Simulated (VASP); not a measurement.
# Ta (Im-3m) in VASP: single point with LDA

Aim: the single point of Ta with LDA.

Program: VASP 6.6.1. These are calculated values, not measurements. Logs are shortened: lines on timing, memory, paths and dates and some standing lists are left out, and cuts for length are marked.

### Step 1. The cell of the first run

The structure is cubic, space group Im-3m (No. 229). The conventional cell has a = 3.248 Å, b = 3.248 Å, c = 3.248 Å, α = 90.00°, β = 90.00°, γ = 90.00°. Within 3.7 Å of Ta (site symmetry m-3m) lie 14 Ta at 2.81 to 3.25 Å.

### Step 2. Single point, LDA

Contents of INCAR:

```
SYSTEM = Ta
  ALGO = Normal
  EDIFF = 1E-6
  ENCUT = 520
  GGA = CA
  ISIF = 2
  ISMEAR = -1
  LASPH = .True.
  LCHARG = .False.
  LREAL = .False.
  LWAVE = .False.
  NBANDS = 12
  NELM = 100
  PREC = Accurate
  SIGMA = 0.13605693000000002
```

Contents of KPOINTS:

```
k-points
0
Gamma
  14 14 14
  0 0 0
```

Contents of POSCAR:

```
Ta
1.0
   -1.6238611350      1.6238611350      1.6238611350
    1.6238611350     -1.6238611350      1.6238611350
    1.6238611350      1.6238611350     -1.6238611350
Ta
1
Direct
    0.0000000000      0.0000000000      0.0000000000
```

Potentials or basis: VASP PAW LDA potentials, release 64 (Ta_pv).

Command:

```sh
> cat potpaw_LDA.64/Ta_pv/POTCAR > POTCAR
> mpirun -np 1 vasp_std > vasp.out
```

OUTCAR:

```text
SYSTEM = Ta
   EDIFF = 1E-6
   ENCUT = 520
   GGA = CA
   ISIF = 2
   ISMEAR = -1
   LASPH = .True.
   LREAL = .False.
   NELM = 100
   PREC = Accurate

 ion  position               nearest neighbor table
   1  0.000  0.000  0.000-

  LATTYP: Found a body centered cubic cell.
 ALAT       =     3.2477222700

  Lattice vectors:

 A1 = (  -1.6238611350,   1.6238611350,   1.6238611350)
 A2 = (   1.6238611350,  -1.6238611350,   1.6238611350)
 A3 = (   1.6238611350,   1.6238611350,  -1.6238611350)

Analysis of symmetry for initial positions (statically):
=====================================================================
 Subroutine PRICEL returns:
 Original cell was already a primitive cell.

 Routine SETGRP: Setting up the symmetry group for a
 body centered cubic supercell.

 Subroutine GETGRP returns: Found 48 space group operations
 (whereof 48 operations were pure point group operations)
 out of a pool of 48 trial point group operations.

The static configuration has the point symmetry O_h .

Analysis of symmetry for dynamics (positions and initial velocities):
=====================================================================
 Subroutine PRICEL returns:
 Original cell was already a primitive cell.

 Routine SETGRP: Setting up the symmetry group for a
 body centered cubic supercell.

 Subroutine GETGRP returns: Found 48 space group operations
 (whereof 48 operations were pure point group operations)
 out of a pool of 48 trial point group operations.

The dynamic configuration has the point symmetry O_h .

 Subroutine INISYM returns: Found 48 space group operations
 (whereof 48 operations are pure point group operations),
 and found     1 'primitive' translations

----------------------------------------------------------------------------------------

                                     Primitive cell

  volume of cell :      17.1280

  direct lattice vectors                    reciprocal lattice vectors
    -1.623861135  1.623861135  1.623861135     0.000000000  0.307908102  0.307908102
     1.623861135 -1.623861135  1.623861135     0.307908102  0.000000000  0.307908102
     1.623861135  1.623861135 -1.623861135     0.307908102  0.307908102  0.000000000

  length of vectors
     2.812609990  2.812609990  2.812609990     0.435447814  0.435447814  0.435447814

  position of ions in fractional coordinates (direct lattice)
     0.000000000  0.000000000  0.000000000

  ion indices of the primitive-cell ions
   primitive index   ion index
                 1           1

----------------------------------------------------------------------------------------

 KPOINTS: k-points

Automatic generation of k-mesh.
 Grid dimensions read from file:
 generate k-points for:   14   14   14

 Generating k-lattice:

  Cartesian coordinates                     Fractional coordinates (reciprocal lattice)
     0.000000000  0.021993436  0.021993436     0.071428571  0.000000000  0.000000000
     0.021993436  0.000000000  0.021993436     0.000000000  0.071428571  0.000000000
     0.021993436  0.021993436  0.000000000     0.000000000  0.000000000  0.071428571

  Length of vectors
     0.031103415  0.031103415  0.031103415

  Shift w.r.t. Gamma in fractional coordinates (k-lattice)
     0.000000000  0.000000000  0.000000000

 Subroutine IBZKPT returns following result:
 ===========================================

 Found    104 irreducible k-points:

 Following reciprocal coordinates:
            Coordinates               Weight
  0.000000  0.000000  0.000000      1.000000
  0.071429  0.000000  0.000000     12.000000
  0.142857  0.000000  0.000000     12.000000
  0.214286  0.000000  0.000000     12.000000
  0.285714  0.000000  0.000000     12.000000
  0.357143  0.000000  0.000000     12.000000
[... 16 lines left out ...]
  0.285714  0.285714  0.000000     24.000000
  0.357143  0.285714  0.000000     24.000000
 [... further k-points ...]
   k-points           NKPTS =    104   k-points in BZ     NKDIM =    104   number of bands    NBANDS=     12
   number of dos      NEDOS =    301   number of ions     NIONS =      1
   total plane-waves  NPLWV =  13824
   dimension x,y,z NGX =    24 NGY =   24 NGZ =   24
   dimension x,y,z NGXF=    48 NGYF=   48 NGZF=   48
   ions per type =               1
   NGX,Y,Z   is equivalent  to a cutoff of  14.19, 14.19, 14.19 a.u.
   NGXF,Y,Z  is equivalent  to a cutoff of  28.37, 28.37, 28.37 a.u.
 SYSTEM =  Ta
   PREC   = accura    normal or accurate (medium, high low for compatibility)
   ISTART =      0    job   : 0-new  1-cont  2-samecut
   ICHARG =      2    charge: 1-file 2-atom 10-const
   ISPIN  =      1    spin polarized calculation?
   LNONCOLLINEAR =      F non collinear calculations
   LSORBIT =      F    spin-orbit coupling
   LASPH  =      T    aspherical Exc in radial PAW
   ENCUT  =  520.0 eV  38.22 Ry    6.18 a.u.   5.23  5.23  5.23*2*pi/ulx,y,z
   NELM   =    100;   NELMIN=  2; NELMDL= -5     # of ELM steps
   EDIFF  = 0.1E-05   stopping-criterion for ELM
   LREAL  =      F    real-space projection
   EDIFFG = 0.1E-04   stopping-criterion for IOM
   NSW    =      0    number of steps for IOM
   IBRION =     -1    ionic relax: 0-MD 1-quasi-New 2-CG
   NFREE  =      0    steps in history (QN), initial steepest desc. (CG)
   ISIF   =      2    stress and relaxation
   ISYM   =      2    0-nonsym 1-usesym 2-fastsym
   POTIM  = 0.5000    time-step for ionic-motion
   TEBEG  =    0.0;   TEEND  =   0.0 temperature during run
   PSTRESS=    0.0 pullay stress
   NELECT =      11.0000    total number of electrons
   NUPDOWN=      -1.0000    fix difference up-down
   EMIN   =  10.00;   EMAX   =-10.00  energy-range for DOS
   EFERMI =   0.00;   METHOD = LEGACY
   ISMEAR =    -1;   SIGMA  =   0.14  broadening in eV -4-tet -1-fermi 0-gaus
   EFERMI_NEDOS =   21; number of points for ismear=-14 and -15
   IALGO  =     38    algorithm
   IMIX   =      4    mixing-type and parameters
     AMIX     =   0.40;   BMIX     =  1.00
     AMIX_MAG =   1.60;   BMIX_MAG =  1.00
  volume/ion in A,a.u.               =      17.13       115.59
  Fermi-wavevector in a.u.,A,eV,Ry     =   1.412441  2.669126 27.143463  1.994988
  Thomas-Fermi vector in A             =   2.534189
   LORBIT       =      0    0 simple, 1 ext, 2 COOP (PROOUT), +10 PAW based schemes
   GGA     = CA    functional components
   LHFCALC =     F    Hartree Fock is set to
   AEXX    =    0.0000 exact exchange contribution
   IVDW    =     0    specifies the selected vdW correction
   LEPSILON=     F    determine dielectric tensor
   LRPA    =     F    only Hartree local field effects (RPA)
 non-spin polarized calculation
  energy-cutoff  :      520.00
  volume of cell :       17.13
 maximum number of plane-waves:       474
 NGX is ok and might be reduce to    24
   NGX = 11   NGY = 11   NGZ = 11

 number of electron      10.9999999 magnetization

 Free energy of the ion-electron system (eV)
  ---------------------------------------------------
  ext. energy  EPLUGINS =         0.00000000
  ---------------------------------------------------
  free energy    TOTEN  =       -12.86618099 eV

  energy without entropy =      -12.79332856  energy(sigma->0) =      -12.82975477

 E-fermi :   5.8456     XC(G=0): -13.0533

 val. band max:        5.8451354895   @ k =   0.2143   0.0000   0.0000
 cond. band min:       5.8471358092   @ k =  -0.3571   0.3571   0.0714
 fundamental gap:      0.0020003196
 Fermi energy:         5.8456406942

 k-point     1 :       0.0000    0.0000    0.0000
  band No.  band energies     occupation
      1     -26.8753      2.00000
      2     -26.8753      2.00000
      3     -26.8753      2.00000
      4      -2.2046      2.00000
      5       6.4914      0.01722
      6       6.4914      0.01722
      7       6.4914      0.01722
      8       9.9323      0.00000
      9       9.9323      0.00000
     10      19.6850      0.00000
     11      21.1338      0.00000
     12      21.1338      0.00000

 k-point     2 :       0.0714    0.0000    0.0000
  band No.  band energies     occupation
      1     -26.9521      2.00000
      2     -26.8985      2.00000
      3     -26.8758      2.00000
      4      -1.9606      2.00000
      5       6.3342      0.05366
      6       6.4461      0.02395
      7       6.7309      0.00298
      8       9.6805      0.00000
      9       9.9326      0.00000
     10      19.6850      0.00000
     11      21.3539      0.00000
     12      21.5551      0.00000

 k-point     3 :       0.1429    0.0000    0.0000
  band No.  band energies     occupation
      1     -27.1629      2.00000
      2     -26.9632      2.00000
      3     -26.8772      2.00000
      4      -1.2765      2.00000
      5       5.9242      0.71905
      6       6.2339      0.10895
      7       7.4369      0.00002
      8       9.2796      0.00000
      9       9.9555      0.00000
     10      19.6846      0.00000
     11      21.8329      0.00000
     12      22.7526      0.00000

 k-point     4 :       0.2143    0.0000    0.0000
  band No.  band energies     occupation
      1     -27.4565      2.00000
      2     -27.0552      2.00000
      3     -26.8794      2.00000
      4      -0.3094      2.00000
      5       5.3951      1.92963
      6       5.8451      1.00186
      7       8.5709      0.00000
      8       9.2172      0.00000
      9      10.0475      0.00000
     10      19.6837      0.00000
     11      21.8663      0.00000
     12      23.9309      0.00000

 k-point     5 :       0.2857    0.0000    0.0000
  band No.  band energies     occupation
      1     -27.7685      2.00000
      2     -27.1557      2.00000
      3     -26.8819      2.00000
      4       0.6253      2.00000
      5       4.8742      1.99842
      6       5.6733      1.56038
      7       9.4862      0.00000
      8      10.0591      0.00000
      9      10.2412      0.00000
     10      19.6808      0.00000
     11      20.8596      0.00000
     12      22.4938      0.00000

 k-point     6 :       0.3571    0.0000    0.0000
  band No.  band energies     occupation
      1     -28.0383      2.00000
      2     -27.2446      2.00000
      3     -26.8842      2.00000
      4       1.1365      2.00000
      5       4.4507      1.99993
      6       6.1850      0.15247
      7       9.8190      0.00000
      8      10.5214      0.00000
      9      11.7592      0.00000
     10      19.5105      0.00000
     11      19.6630      0.00000
     12      20.5295      0.00000

 k-point     7 :       0.4286    0.0000    0.0000
  band No.  band energies     occupation
      1     -28.2195      2.00000
      2     -27.3053      2.00000
      3     -26.8858      2.00000
      4       1.2332      2.00000
      5       4.1782      1.99999
      6       7.2031      0.00009
      7       9.9352      0.00000
      8      10.7989      0.00000
      9      13.3448      0.00000
     10      18.4729      0.00000
     11      18.9296      0.00000
     12      19.7174      0.00000

 k-point     8 :       0.5000    0.0000    0.0000
  band No.  band energies     occupation
      1     -28.2830      2.00000
      2     -27.3268      2.00000
      3     -26.8864      2.00000
      4       1.2228      2.00000
      5       4.0846      2.00000
      6       7.8121      0.00000
      7       9.8483      0.00000
      8      10.9213      0.00000
      9      14.0793      0.00000
     10      18.0832      0.00000
     11      18.3517      0.00000
     12      19.7054      0.00000
[... 166 lines left out ...]
 k-point    20 :       0.2143    0.2143    0.0000
  band No.  band energies     occupation
      1     -27.9598      2.00000
      2     -27.3207      2.00000
      3     -27.0006      2.00000
      4       2.0729      2.00000
      5       4.4571      1.99993
      6       5.1329      1.98944
      7       9.1756      0.00000
      8      10.8638      0.00000
      9      12.7440      0.00000
     10      19.4661      0.00000
     11      19.7534      0.00000
     12      22.6757      0.00000

 k-point    21 :       0.2857    0.2143    0.0000
  band No.  band energies     occupation
      1     -28.0497      2.00000
      2     -27.4611      2.00000
      3     -27.0200      2.00000
      4       2.5133      2.00000
      5       4.3232      1.99997
      6       5.4174      1.91761
      7       9.5437      0.00000
      8      10.8749      0.00000
      9      14.5528      0.00000
     10      17.8671      0.00000
     11      19.6970      0.00000
     12      21.3481      0.00000

 k-point    22 :       0.3571    0.2143   -0.0000
  band No.  band energies     occupation
      1     -28.0878      2.00000
      2     -27.5525      2.00000
      3     -27.0281      2.00000
      4       2.5737      2.00000
      5       4.3246      1.99997
      6       5.8102      1.12965
      7       9.7370      0.00000
      8      11.0853      0.00000
      9      15.9673      0.00000
     10      16.4516      0.00000
     11      19.6930      0.00000
     12      20.2914      0.00000

 k-point    23 :       0.2857    0.2857    0.0000
  band No.  band energies     occupation
      1     -28.0114      2.00000
      2     -27.6383      2.00000
      3     -27.0450      2.00000
      4       2.9827      2.00000
      5       4.3659      1.99996
      6       5.3145      1.96046
      7       9.9530      0.00000
      8      10.8036      0.00000
      9      16.1623      0.00000
     10      16.4186      0.00000
     11      19.6929      0.00000
     12      20.4699      0.00000

 k-point    24 :       0.3571    0.2857    0.0000
  band No.  band energies     occupation
      1     -27.9580      2.00000
      2     -27.7431      2.00000
      3     -27.0524      2.00000
      4       3.1018      2.00000
      5       4.5300      1.99987
      6       5.1814      1.98495
      7      10.2058      0.00000
      8      10.8303      0.00000
      9      15.3462      0.00000
     10      17.6130      0.00000
     11      19.4702      0.00000
     12      19.6921      0.00000

 [... further k-points ...]
[... 5 lines left out ...]
  --------------------------------------------------------------------------------------
  -------------------------------------------------------------------------------------
  Total        0.2691931      0.2691931      0.2691931      0.0000000     -0.0000000      0.0000000
  in kB       25.1806994     25.1806994     25.1806994      0.0000000     -0.0000000      0.0000000
  external PRESSURE =      25.1806994 kB  Pullay stress =       0.0000000 kB

 VOLUME and BASIS-vectors are now :
 -----------------------------------------------------------------------------
  energy-cutoff  :      520.00
  volume of cell :       17.13
      direct lattice vectors                 reciprocal lattice vectors
    -1.623861135  1.623861135  1.623861135     0.000000000  0.307908102  0.307908102
     1.623861135 -1.623861135  1.623861135     0.307908102  0.000000000  0.307908102
     1.623861135  1.623861135 -1.623861135     0.307908102  0.307908102  0.000000000

 POSITION                                       TOTAL-FORCE (eV/Angst)
 -----------------------------------------------------------------------------------
      0.00000      0.00000      0.00000         0.000000      0.000000     -0.000000
 -----------------------------------------------------------------------------------
    total drift:                                0.000000      0.000000     -0.000000

  FREE ENERGIE OF THE ION-ELECTRON SYSTEM (eV)
  ---------------------------------------------------
  free  energy   TOTEN  =       -12.8661809929 eV

  energy  without entropy=      -12.7933285552  energy(sigma->0) =      -12.82975477
```

Wall time 21 s (1 thread of AMD EPYC 7R13, shared host); peak memory 0.14 GiB.

Results:

```
Free energy : -12.8662 eV
Pressure    : 2.5 GPa
```

Levels at points of the mesh, in eV from the Fermi level:
| k point | band 1 | band 2 | band 3 | band 4 | band 5 | band 6 | band 7 | band 8 | band 9 | band 10 |
| --- | --- | --- | --- | --- | --- | --- | --- | --- | --- | --- |
| (0.00, 0.00, 0.00) | -32.72 | -32.72 | -32.72 | -8.05 | 0.65 | 0.65 | 0.65 | 4.09 | 4.09 | 13.84 |
| (0.50, 0.00, 0.00) | -34.13 | -33.17 | -32.73 | -4.62 | -1.76 | 1.97 | 4.00 | 5.08 | 8.23 | 12.24 |
| (0.50, 0.50, 0.50) | -33.70 | -33.70 | -33.70 | -4.15 | -4.15 | 7.18 | 7.18 | 7.18 | 9.20 | 9.20 |

Caveat: spin-orbit coupling is left out, which moves the levels of the heavy elements.
